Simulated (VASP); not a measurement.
Set up this calculation in VASP 6.6.1, as the native input.

- Task: single point
- Functional: PBE
- Potentials or basis: VASP PAW PBE potentials, release 64 (Cd_sv_GW, O)
- Cutoff: 700 eV
- k mesh: 16 × 16 × 16
- Occupations: gaussian, width 0.1 eV
- Spin: no spin polarisation
- Dipole correction: no
- Further INCAR settings: ALGO = Normal; EDIFF = 1e-06; NBANDS = 20

The structure of CdO lies in POSCAR:

```
CdO
1.0
    0.0000000000      2.3086775985      2.3086775985
    2.3086775985      0.0000000000      2.3086775985
    2.3086775985      2.3086775985      0.0000000000
Cd O
1 1
Direct
    0.0000000000      0.0000000000      0.0000000000
    0.5000000000      0.5000000000      0.5000000000
```

This cell differs from its parent crystal: strained.

One way to write it, as run:

INCAR

```
PREC = Accurate
ENCUT = 700
EDIFF = 1E-6
ISMEAR = 0
SIGMA = 0.1
LREAL = F
LASPH = T
NELM = 120
ALGO = Normal
ISIF = 2
LWAVE = F
LCHARG = T
GGA = PE
LELF = T
LVHAR = T
NBANDS = 20
GGA_COMPAT = F
```

KPOINTS

```
regular mesh
0
Gamma
  16 16 16
```

Potentials or basis: VASP PAW PBE potentials, release 64 (Cd_sv_GW, O).

Launch:

```console
$ cat potpaw_PBE.64/Cd_sv_GW/POTCAR potpaw_PBE.64/O/POTCAR > POTCAR
$ mpirun -np 1 vasp_std > vasp.out
```

It gave:

The pressure is 15.0 GPa and the band gap on the k mesh is zero (bands 13 and 14 overlap by 0.31 eV).

Caveat: the cell differs from its parent crystal (strained); the cell stands under pressure; semilocal functionals underestimate gaps, and a narrow one can read as zero.

Run time: 85 s on 1 thread of Intel(R) Xeon(R) Platinum 8375C CPU @ 2.90GHz (Ice Lake) (shared host), peak memory 0.27 GiB.
